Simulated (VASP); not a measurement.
Input of a VASP 6.6.1 run:

Contents of INCAR:

```
SYSTEM = Sr
ALGO = Normal ; EDIFF = 1E-7
ENCUT = 520 ; GGA = PE
ISIF = 2 ; ISMEAR = 0
LASPH = .True. ; LCHARG = .False.
LREAL = .False. ; LWAVE = .False.
NBANDS = 17 ; NELM = 100
PREC = Accurate ; SIGMA = 0.1
```

The input KPOINTS:

```
k-points
0
Gamma
  12 12 6
  0 0 0
```

File POSCAR:

```
Sr
1.0
    4.2677565828      0.0000000000      0.0000000000
   -2.1338782914      3.6959856179      0.0000000000
    0.0000000000      0.0000000000      7.0133159835
Sr
2
Direct
    0.3333333333      0.6666666667      0.2500000000
    0.6666666667      0.3333333333      0.7500000000
```

Potentials or basis: VASP PAW PBE potentials, release 64 (Sr_sv).

Run with:

```bash
$ cat potpaw_PBE.64/Sr_sv/POTCAR > POTCAR
$ mpirun -np 1 vasp_std > vasp.out
```

Problem. Predict the pressure.

Solution. 0.0 GPa.

Problem. Estimate the band gap on the k mesh.

Solution. Zero (bands 10 and 11 overlap by 0.27 eV).
